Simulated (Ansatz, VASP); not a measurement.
## Si3N4 in VASP and in Ansatz

The input INCAR:

```
SYSTEM = Si3N4
ALGO = Normal ; EDIFF = 1E-6
ENCUT = 520 ; GGA = PE
ISIF = 2 ; ISMEAR = -1
LASPH = .TRUE. ; LCHARG = .FALSE.
LREAL = .FALSE. ; LWAVE = .FALSE.
NBANDS = 45 ; NELM = 100
PREC = Accurate ; SIGMA = 0.02
```

Contents of KPOINTS:

```
k-points
0
G
  6 6 8
  0 0 0
```

POSCAR

```
Si3N4
1.0
    7.6056646856      0.0000000000      0.0000000000
   -3.8028323428      6.5866988304      0.0000000000
    0.0000000000      0.0000000000      2.9056457473
Si N
6 8
Direct
    0.2306112143      0.8245680109      0.7500000000
    0.4060432034      0.2306112143      0.2500000000
    0.8245680109      0.5939567966      0.2500000000
    0.1754319891      0.4060432034      0.7500000000
    0.5939567966      0.7693887857      0.7500000000
    0.7693887857      0.1754319891      0.2500000000
    0.3333333333      0.6666666667      0.7500000000
    0.6666666667      0.3333333333      0.2500000000
    0.9687376643      0.6696816967      0.7500000000
    0.2990559676      0.9687376643      0.2500000000
    0.6696816967      0.7009440324      0.2500000000
    0.3303183033      0.2990559676      0.7500000000
    0.0312623357      0.3303183033      0.2500000000
    0.7009440324      0.0312623357      0.7500000000
```

Input for Ansatz:

```yaml
crystal:
  lattice:
    - [7.6056646856, 0.0, 0.0]
    - [-3.8028323428, 6.5866988304, 0.0]
    - [0.0, 0.0, 2.9056457473]
  atoms:
    - { symbol: Si, position: [0.2306112143, 0.8245680109, 0.75] }
    - { symbol: Si, position: [0.4060432034, 0.2306112143, 0.25] }
    - { symbol: Si, position: [0.8245680109, 0.5939567966, 0.25] }
    - { symbol: Si, position: [0.1754319891, 0.4060432034, 0.75] }
    - { symbol: Si, position: [0.5939567966, 0.7693887857, 0.75] }
    - { symbol: Si, position: [0.7693887857, 0.1754319891, 0.25] }
    - { symbol: "N", position: [0.3333333333, 0.6666666667, 0.75] }
    - { symbol: "N", position: [0.6666666667, 0.3333333333, 0.25] }
    - { symbol: "N", position: [0.9687376643, 0.6696816967, 0.75] }
    - { symbol: "N", position: [0.2990559676, 0.9687376643, 0.25] }
    - { symbol: "N", position: [0.6696816967, 0.7009440324, 0.25] }
    - { symbol: "N", position: [0.3303183033, 0.2990559676, 0.75] }
    - { symbol: "N", position: [0.0312623357, 0.3303183033, 0.25] }
    - { symbol: "N", position: [0.7009440324, 0.0312623357, 0.75] }
kpoints:
  mp_grid: { grid: [6, 6, 8] }
  band_path:
    path:
      - [[0.0, 0.0, 0.0], [0.5, 7.391429215605e-17, 0.0], [0.3333333333333, 0.3333333333333, 0.0], [0.0, 0.0, 0.0], [0.0, 0.0, 0.5], [0.5, 7.391429215605e-17, 0.5], [0.3333333333333, 0.3333333333333, 0.5], [0.0, 0.0, 0.5]]
      - [[0.5, 7.391429215605e-17, 0.5], [0.5, 7.391429215605e-17, 0.0]]
      - [[0.3333333333333, 0.3333333333333, 0.5], [0.3333333333333, 0.3333333333333, 0.0]]
    npoints: 10
hamiltonian:
  xc: pbe
scf:
  occupations: { method: fermi_dirac, width: 0.02 }
  n_extra_bands: 7
output:
  forces: true
  stress: true
  eigenvalues: true
```

Alike in both runs: task single point; functional PBE; k mesh 6 × 6 × 8; occupations fermi-dirac, width 0.02 eV; no spin polarisation.

|  | VASP | Ansatz |
| --- | --- | --- |
| version | VASP 6.6.1 | Ansatz 0.2.0 |
| potentials or method | VASP PAW PBE potentials, release 64 (Si, N) | plane waves, PAW |
| plane-wave cutoff (eV) | 520 | 420 |
| valence electrons in the cell | 64 | 64 |

```csv
,VASP,Ansatz,Ansatz less VASP
gap on the k mesh at the Fermi level (eV),4.34,4.35,+0.012
pressure (GPa),5.4,5.7,+0.30
"traceless stress, the component that is largest in VASP (GPa)",0.12,0.15,+0.031
rms of the force components (eV/Å),0.022,0.022,+0.0004
```

Atom by atom the forces differ by 0.002 eV/Å (rms over components).
